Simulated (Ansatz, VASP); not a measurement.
PbF2: VASP beside Ansatz

INCAR

```
SYSTEM = PbF2
PREC = Accurate ; ENCUT = 520
EDIFF = 1E-7 ; ISMEAR = 0
SIGMA = 0.01 ; LREAL = .False.
LASPH = .True. ; NELM = 100
ALGO = Normal ; ISIF = 2
LWAVE = .False. ; LCHARG = .True.
GGA = PE ; LELF = .True.
LVHAR = .True. ; NBANDS = 37
```

Contents of KPOINTS:

```
Automatic mesh
0
Gamma
  6 6 6
  0 0 0
```

File POSCAR:

```
PbF2
1.0
   -2.4080905187      2.4080905187      6.6501046957
    2.4080905187     -2.4080905187      6.6501046957
    2.4080905187      2.4080905187     -6.6501046957
Pb F
2 4
Direct
    0.7500000000      0.2500000000      0.5000000000
    0.0000000000      0.0000000000      0.0000000000
    0.5548279960      0.0548279960      0.5000000000
    0.8048279960      0.8048279960      0.0000000000
    0.1951720040      0.1951720040      0.0000000000
    0.9451720040      0.4451720040      0.5000000000
```

Input for Ansatz:

```yaml
crystal:
  lattice:
    - [-2.4080905187, 2.4080905187, 6.6501046957]
    - [2.4080905187, -2.4080905187, 6.6501046957]
    - [2.4080905187, 2.4080905187, -6.6501046957]
  atoms:
    - { symbol: Pb, position: [0.75, 0.25, 0.5] }
    - { symbol: Pb, position: [0.0, 0.0, 0.0] }
    - { symbol: F, position: [0.554827996, 0.054827996, 0.5] }
    - { symbol: F, position: [0.804827996, 0.804827996, 0.0] }
    - { symbol: F, position: [0.195172004, 0.195172004, 0.0] }
    - { symbol: F, position: [0.945172004, 0.445172004, 0.5] }
kpoints:
  mp_grid: { grid: [6, 6, 6] }
hamiltonian:
  xc: pbe
scf:
  occupations: { method: fixed }
  n_extra_bands: 5
output:
  forces: true
  stress: true
  eigenvalues: true
```

Alike in both runs: task single point; functional PBE; k mesh 6 × 6 × 6; no spin polarisation.

|  | VASP | Ansatz |
| --- | --- | --- |
| version | VASP 6.6.1 | Ansatz 0.2.0 |
| potentials or method | VASP PAW PBE potentials, release 64 (Pb_d, F) | plane waves, PAW |
| plane-wave cutoff (eV) | 520 | 420 |
| occupations | gaussian, width 0.01 eV | fixed |
| valence electrons in the cell | 56 | 56 |

```csv
,VASP,Ansatz,Ansatz less VASP
gap on the k mesh at the Fermi level (eV),4.19,4.19,0.000
pressure (GPa),-2.5,-2.4,+0.16
"traceless stress, the component that is largest in VASP (GPa)",-0.18,-0.19,-0.009
rms of the force components (eV/Å),0.027,0.027,+0.0006
```

Atom by atom the forces differ by 0.001 eV/Å (rms over components).

Spin-orbit coupling is off throughout.
